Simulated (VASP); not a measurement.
# MnO (Fm-3m) in VASP: notebook, part 2 of 3

VASP 6.6.1.

## (3) Single point, PBEsol, collinear spin, ferromagnetic start

This run uses another cell than the first one, of 11.00 Å³/atom, 1.017 times its volume.

File INCAR:

```
SYSTEM = MnO
  ALGO = Normal
  EDIFF = 1E-6
  ENCUT = 520
  GGA = PS
  ISIF = 2
  ISMEAR = 0
  ISPIN = 2
  LASPH = .True.
  LCHARG = .False.
  LMAXMIX = 4
  LORBIT = 11
  LREAL = .False.
  LWAVE = .False.
  MAGMOM = 4 0
  NBANDS = 20
  NELM = 150
  PREC = Accurate
  SIGMA = 0.1
```

File KPOINTS:

```
k-points
0
Gamma
  10 10 10
  0 0 0
```

File POSCAR:

```
MnO
1.0
    0.0000000000      2.2239077028      2.2239077028
    2.2239077028      0.0000000000      2.2239077028
    2.2239077028      2.2239077028      0.0000000000
Mn O
1 1
Direct
    0.0000000000      0.0000000000      0.0000000000
    0.5000000000      0.5000000000      0.5000000000
```

Potentials or basis: VASP PAW PBE potentials, release 64 (Mn_pv, O).

Launch:

```console
$ cat potpaw_PBE.64/Mn_pv/POTCAR potpaw_PBE.64/O/POTCAR > POTCAR
$ mpirun -np 1 vasp_std > vasp.out
```

OUTCAR:

```text
SYSTEM = MnO
   EDIFF = 1E-6
   ENCUT = 520
   GGA = PS
   ISIF = 2
   ISMEAR = 0
   ISPIN = 2
   LASPH = .True.
   LORBIT = 11
   LREAL = .False.
   NELM = 150
   PREC = Accurate

 ion  position               nearest neighbor table
   1  0.000  0.000  0.000-   2 2.22   2 2.22   2 2.22   2 2.22   2 2.22   2 2.22
   2  0.500  0.500  0.500-   1 2.22   1 2.22   1 2.22   1 2.22   1 2.22   1 2.22

  LATTYP: Found a face centered cubic cell.
 ALAT       =     4.4478154056

  Lattice vectors:

 A1 = (   0.0000000000,   2.2239077028,   2.2239077028)
 A2 = (   2.2239077028,   0.0000000000,   2.2239077028)
 A3 = (   2.2239077028,   2.2239077028,   0.0000000000)

Analysis of symmetry for initial positions (statically):
=====================================================================
 Subroutine PRICEL returns:
 Original cell was already a primitive cell.

 Routine SETGRP: Setting up the symmetry group for a
 face centered cubic supercell.

 Subroutine GETGRP returns: Found 48 space group operations
 (whereof 48 operations were pure point group operations)
 out of a pool of 48 trial point group operations.

The static configuration has the point symmetry O_h .

Analysis of symmetry for dynamics (positions and initial velocities):
=====================================================================
 Subroutine PRICEL returns:
 Original cell was already a primitive cell.

 Routine SETGRP: Setting up the symmetry group for a
 face centered cubic supercell.

 Subroutine GETGRP returns: Found 48 space group operations
 (whereof 48 operations were pure point group operations)
 out of a pool of 48 trial point group operations.

The dynamic configuration has the point symmetry O_h .

Analysis of structural, dynamic, and magnetic symmetry:
=====================================================================
 Subroutine PRICEL returns:
 Original cell was already a primitive cell.

 Routine SETGRP: Setting up the symmetry group for a
 face centered cubic supercell.

 Subroutine GETGRP returns: Found 48 space group operations
 (whereof 48 operations were pure point group operations)
 out of a pool of 48 trial point group operations.

The overall configuration has the point symmetry O_h .

 Subroutine INISYM returns: Found 48 space group operations
 (whereof 48 operations are pure point group operations),
 and found     1 'primitive' translations

----------------------------------------------------------------------------------------

                                     Primitive cell

  volume of cell :      21.9979

  direct lattice vectors                    reciprocal lattice vectors
     0.000000000  2.223907703  2.223907703    -0.224829474  0.224829474  0.224829474
     2.223907703  0.000000000  2.223907703     0.224829474 -0.224829474  0.224829474
     2.223907703  2.223907703  0.000000000     0.224829474  0.224829474 -0.224829474

  length of vectors
     3.145080435  3.145080435  3.145080435     0.389416073  0.389416073  0.389416073

  position of ions in fractional coordinates (direct lattice)
     0.000000000  0.000000000  0.000000000
     0.500000000  0.500000000  0.500000000

  ion indices of the primitive-cell ions
   primitive index   ion index
                 1           1
                 2           2
[... 64 lines left out ...]
   ISTART =      0    job   : 0-new  1-cont  2-samecut
   ICHARG =      2    charge: 1-file 2-atom 10-const
   ISPIN  =      2    spin polarized calculation?
   LNONCOLLINEAR =      F non collinear calculations
   LSORBIT =      F    spin-orbit coupling
   LASPH  =      T    aspherical Exc in radial PAW
   ENCUT  =  520.0 eV  38.22 Ry    6.18 a.u.   5.85  5.85  5.85*2*pi/ulx,y,z
   NELM   =    150;   NELMIN=  2; NELMDL= -5     # of ELM steps
   EDIFF  = 0.1E-05   stopping-criterion for ELM
   LREAL  =      F    real-space projection
   EDIFFG = 0.1E-04   stopping-criterion for IOM
   NSW    =      0    number of steps for IOM
   IBRION =     -1    ionic relax: 0-MD 1-quasi-New 2-CG
   NFREE  =      0    steps in history (QN), initial steepest desc. (CG)
   ISIF   =      2    stress and relaxation
   ISYM   =      2    0-nonsym 1-usesym 2-fastsym
   POTIM  = 0.5000    time-step for ionic-motion
   TEBEG  =    0.0;   TEEND  =   0.0 temperature during run
   PSTRESS=    0.0 pullay stress
   NELECT =      19.0000    total number of electrons
   NUPDOWN=      -1.0000    fix difference up-down
   EMIN   =  10.00;   EMAX   =-10.00  energy-range for DOS
   EFERMI =   0.00;   METHOD = LEGACY
   ISMEAR =     0;   SIGMA  =   0.10  broadening in eV -4-tet -1-fermi 0-gaus
   EFERMI_NEDOS =   21; number of points for ismear=-14 and -15
   IALGO  =     38    algorithm
   IMIX   =      4    mixing-type and parameters
     AMIX     =   0.40;   BMIX     =  1.00
     AMIX_MAG =   1.60;   BMIX_MAG =  1.00
  volume/ion in A,a.u.               =      11.00        74.22
  Fermi-wavevector in a.u.,A,eV,Ry     =   1.559071  2.946217 33.071721  2.430703
  Thomas-Fermi vector in A             =   2.662483
   LORBIT       =     11    0 simple, 1 ext, 2 COOP (PROOUT), +10 PAW based schemes
   GGA     = PS    functional components
   LHFCALC =     F    Hartree Fock is set to
   AEXX    =    0.0000 exact exchange contribution
   IVDW    =     0    specifies the selected vdW correction
   LEPSILON=     F    determine dielectric tensor
   LRPA    =     F    only Hartree local field effects (RPA)
 spin polarized calculation
 Gauss-broadening in eV      SIGMA  =   0.10
  energy-cutoff  :      520.00
  volume of cell :       22.00
 maximum number of plane-waves:       609
   NGX = 11   NGY = 11   NGZ = 11

 number of electron      18.9999991 magnetization       4.7751353

 Free energy of the ion-electron system (eV)
  ---------------------------------------------------
  ext. energy  EPLUGINS =         0.00000000
  ---------------------------------------------------
  free energy    TOTEN  =       -17.21487280 eV

  energy without entropy =      -17.20926838  energy(sigma->0) =      -17.21207059

 E-fermi :   7.3822     XC(G=0): -12.0943

 val. band max:        7.3680005214   @ k =  -0.2000   0.2000   0.0000
 cond. band min:       7.3853099097   @ k =  -0.3000   0.1000   0.0000
 fundamental gap:      0.0173093883
 Fermi energy:         7.3822239966

 spin component 1

 k-point     1 :       0.0000    0.0000    0.0000
  band No.  band energies     occupation
      1     -42.8142      1.00000
      2     -42.8142      1.00000
      3     -42.8142      1.00000
      4     -12.8314      1.00000
      5       3.6113      1.00000
      6       3.6113      1.00000
[... 541 lines left out ...]
     19      31.9186      0.00000
     20      33.6618      0.00000

 [... further k-points ...]

 spin component 2

 k-point     1 :       0.0000    0.0000    0.0000
  band No.  band energies     occupation
      1     -38.2030      1.00000
      2     -38.2030      1.00000
      3     -38.2030      1.00000
      4     -12.3544      1.00000
      5       4.0415      1.00000
      6       4.0415      1.00000
[... 541 lines left out ...]
     19      33.0376      0.00000
     20      34.7414      0.00000

 [... further k-points ...]

------------------------ aborting loop because EDIFF is reached ----------------------------------------

  FORCE on cell =-STRESS in cart. coord.  units (eV):
  Direction    XX          YY          ZZ          XY          YZ          ZX
  --------------------------------------------------------------------------------------
  -------------------------------------------------------------------------------------
  Total       -0.9270011     -0.9270011     -0.9270011      0.0000000      0.0000000     -0.0000000
  in kB      -67.5165956    -67.5165956    -67.5165956      0.0000000      0.0000000     -0.0000000
  external PRESSURE =     -67.5165956 kB  Pullay stress =       0.0000000 kB

 VOLUME and BASIS-vectors are now :
 -----------------------------------------------------------------------------
  energy-cutoff  :      520.00
  volume of cell :       22.00
      direct lattice vectors                 reciprocal lattice vectors
     0.000000000  2.223907703  2.223907703    -0.224829474  0.224829474  0.224829474
     2.223907703  0.000000000  2.223907703     0.224829474 -0.224829474  0.224829474
     2.223907703  2.223907703  0.000000000     0.224829474  0.224829474 -0.224829474

 POSITION                                       TOTAL-FORCE (eV/Angst)
 -----------------------------------------------------------------------------------
      0.00000      0.00000      0.00000         0.000000     -0.000000     -0.000000
      2.22391      2.22391      2.22391        -0.000000      0.000000      0.000000
 -----------------------------------------------------------------------------------
    total drift:                                0.000000     -0.000000     -0.000000

  FREE ENERGIE OF THE ION-ELECTRON SYSTEM (eV)
  ---------------------------------------------------
  free  energy   TOTEN  =       -17.2148728007 eV

  energy  without entropy=      -17.2092683806  energy(sigma->0) =      -17.21207059

 total charge

# of ion       s       p       d       tot
------------------------------------------
    1        0.206   6.180   4.971  11.357
    2        1.556   3.392   0.000   4.948
--------------------------------------------------
tot          1.762   9.572   4.971  16.305

 magnetization (x)

# of ion       s       p       d       tot
------------------------------------------
    1        0.033   0.026   4.266   4.325
    2        0.030   0.171   0.000   0.201
--------------------------------------------------
tot          0.063   0.197   4.266   4.526
```

stdout:

```text
POSCAR found type information on POSCAR MnO
 POSCAR found :  2 types and       2 ions
 scaLAPACK will be used
 -----------------------------------------------------------------------------
|                                                                             |
|                                                                             |
|     You enforced a specific xc type in the INCAR file but a different       |
|     I HOPE YOU KNOW WHAT YOU ARE DOING!                                     |
|                                                                             |
 -----------------------------------------------------------------------------

 LDA part: xc-table for (Slater+PW92), standard interpolation
 POSCAR, INCAR and KPOINTS ok, starting setup
 FFT: planning ... GRIDC
 FFT: planning ... GRID_SOFT
 FFT: planning ... GRID
 WAVECAR not read
 entering main loop
```

Run time: 17 s. Hardware: 1 thread of Intel Xeon Platinum 8559C (Emerald Rapids), shared host; peak memory 0.16 GiB.

What came out:

```
Free energy                                           : -17.2149 eV
Pressure                                              : -6.8 GPa
Net moment                                            : 4.78 μB per cell
Site moments                                          : Mn +4.33; O +0.20 μB
Valence electrons inside the program's atomic spheres : Mn 11.36; O 4.95
```

Levels at points of the mesh, in eV from the Fermi level:
Spin up:
| k point | band 10 | band 11 | band 12 | band 13 | band 14 | band 15 |
| --- | --- | --- | --- | --- | --- | --- |
| (0.00, 0.00, 0.00) | -3.21 | -2.69 | -2.69 | -0.61 | 13.76 | 16.16 |
| (0.50, 0.00, 0.00) | -1.87 | 0.22 | 0.22 | 3.33 | 7.65 | 11.71 |
| (0.50, 0.50, 0.00) | -2.02 | -2.02 | -1.90 | 4.90 | 7.71 | 10.26 |
Spin down:
```
           k point  band 5  band 6  band 7  band 8  band 9  band 10
(0.00, 0.00, 0.00)   -3.34   -3.34   -3.34    0.69    0.71     0.71
(0.50, 0.00, 0.00)   -7.40   -4.84   -4.84    1.91    1.95     1.95
(0.50, 0.50, 0.00)   -6.44   -4.33   -4.33   -0.89    1.94     2.15
```

Caveat: the PAW data sets were made with another functional, which shifts forces and pressure a little; a cell with one magnetic atom can't hold antiferromagnetic order, which such compounds often take; semilocal functionals often make such compounds metallic where correlation or magnetic order opens a gap, which also shifts bond lengths.

## (4) Single point, PBE, collinear spin, ferromagnetic start

This run uses another cell than the first one, of 11.00 Å³/atom, 1.017 times its volume.

File INCAR:

```
SYSTEM = MnO
  PREC = Accurate
  ENCUT = 520
  EDIFF = 1E-6
  ISMEAR = 0
  SIGMA = 0.028999999999999998
  LREAL = .False.
  LASPH = .True.
  NELM = 150
  ALGO = Normal
  ISIF = 2
  LWAVE = .False.
  LCHARG = .True.
  ISPIN = 2
  MAGMOM = 4 0
  LORBIT = 11
  LMAXMIX = 4
  GGA = PE
  LELF = .True.
  LVHAR = .True.
  NBANDS = 20
```

File KPOINTS:

```
Automatic mesh
0
Gamma
  10 10 10
  0 0 0
```

POSCAR is that of step 3.

Potentials or basis: VASP PAW PBE potentials, release 64 (Mn_pv, O).

Launch:

```console
$ cat potpaw_PBE.64/Mn_pv/POTCAR potpaw_PBE.64/O/POTCAR > POTCAR
$ mpirun -np 1 vasp_std > vasp.out
```

OUTCAR:

```text
SYSTEM = MnO
   PREC = Accurate
   ENCUT = 520
   EDIFF = 1E-6
   ISMEAR = 0
   LREAL = .False.
   LASPH = .True.
   NELM = 150
   ISIF = 2
   ISPIN = 2
   LORBIT = 11
   GGA = PE

 ion  position               nearest neighbor table
   1  0.000  0.000  0.000-   2 2.22   2 2.22   2 2.22   2 2.22   2 2.22   2 2.22
   2  0.500  0.500  0.500-   1 2.22   1 2.22   1 2.22   1 2.22   1 2.22   1 2.22

  LATTYP: Found a face centered cubic cell.
 ALAT       =     4.4478154056

  Lattice vectors:

 A1 = (   0.0000000000,   2.2239077028,   2.2239077028)
 A2 = (   2.2239077028,   0.0000000000,   2.2239077028)
 A3 = (   2.2239077028,   2.2239077028,   0.0000000000)

[... 1316 lines left out ...]

 VOLUME and BASIS-vectors are now :
 -----------------------------------------------------------------------------
  energy-cutoff  :      520.00
  volume of cell :       22.00
      direct lattice vectors                 reciprocal lattice vectors
     0.000000000  2.223907703  2.223907703    -0.224829474  0.224829474  0.224829474
     2.223907703  0.000000000  2.223907703     0.224829474 -0.224829474  0.224829474
     2.223907703  2.223907703  0.000000000     0.224829474  0.224829474 -0.224829474

 POSITION                                       TOTAL-FORCE (eV/Angst)
 -----------------------------------------------------------------------------------
      0.00000      0.00000      0.00000        -0.000000      0.000000     -0.000000
      2.22391      2.22391      2.22391         0.000000      0.000000      0.000000
 -----------------------------------------------------------------------------------
    total drift:                                0.000000     -0.000000     -0.000000

  FREE ENERGIE OF THE ION-ELECTRON SYSTEM (eV)
  ---------------------------------------------------
  free  energy   TOTEN  =       -16.4027701970 eV

  energy  without entropy=      -16.4022285478  energy(sigma->0) =      -16.40249937

 total charge

# of ion       s       p       d       tot
------------------------------------------
    1        0.202   6.176   4.974  11.353
    2        1.561   3.416   0.000   4.977
--------------------------------------------------
tot          1.763   9.592   4.974  16.329

 magnetization (x)

# of ion       s       p       d       tot
------------------------------------------
    1        0.034   0.026   4.295   4.355
    2        0.030   0.176   0.000   0.206
--------------------------------------------------
tot          0.064   0.202   4.295   4.561
```

Wall time 17 s (1 thread of Intel Xeon Platinum 8559C (Emerald Rapids), shared host); peak memory 0.16 GiB.

Results:

* Free energy: -16.4028 eV
* Pressure: 0.4 GPa
* Net moment: 4.80 μB per cell
* Site moments: Mn +4.36; O +0.21 μB
* Valence electrons inside the program's atomic spheres: Mn 11.35; O 4.98

Levels at points of the mesh, in eV from the Fermi level:
Spin up:
| k point | band 8 | band 9 | band 10 | band 11 | band 12 | band 13 | band 14 | band 15 | band 16 | band 17 |
| --- | --- | --- | --- | --- | --- | --- | --- | --- | --- | --- |
| (0.00, 0.00, 0.00) | -3.20 | -3.20 | -3.20 | -2.67 | -2.67 | -0.51 | 13.98 | 16.34 | 16.34 | 16.34 |
| (0.50, 0.00, 0.00) | -2.31 | -2.31 | -1.87 | 0.22 | 0.22 | 3.49 | 7.74 | 11.88 | 11.88 | 18.46 |
| (0.50, 0.50, 0.00) | -4.20 | -2.25 | -2.04 | -2.04 | -1.91 | 5.02 | 7.83 | 10.41 | 13.65 | 13.65 |
Spin down:
```tsv
k point	band 3	band 4	band 5	band 6	band 7	band 8	band 9	band 10	band 11	band 12
(0.00, 0.00, 0.00)	-45.67	-19.79	-3.32	-3.32	-3.32	0.78	0.78	0.78	0.82	1.41
(0.50, 0.00, 0.00)	-45.68	-18.83	-7.33	-4.81	-4.81	1.96	2.01	2.01	3.67	3.67
(0.50, 0.50, 0.00)	-45.70	-18.86	-6.38	-4.30	-4.30	-0.79	1.99	2.19	2.44	2.44
```

Caveat: a cell with one magnetic atom can't hold antiferromagnetic order, which such compounds often take; semilocal functionals often make such compounds metallic where correlation or magnetic order opens a gap, which also shifts bond lengths. With open d or f shells a metallic result of PBE can be an artefact of self-interaction; +U or a hybrid may open a gap.

[end of part 2 of 3]
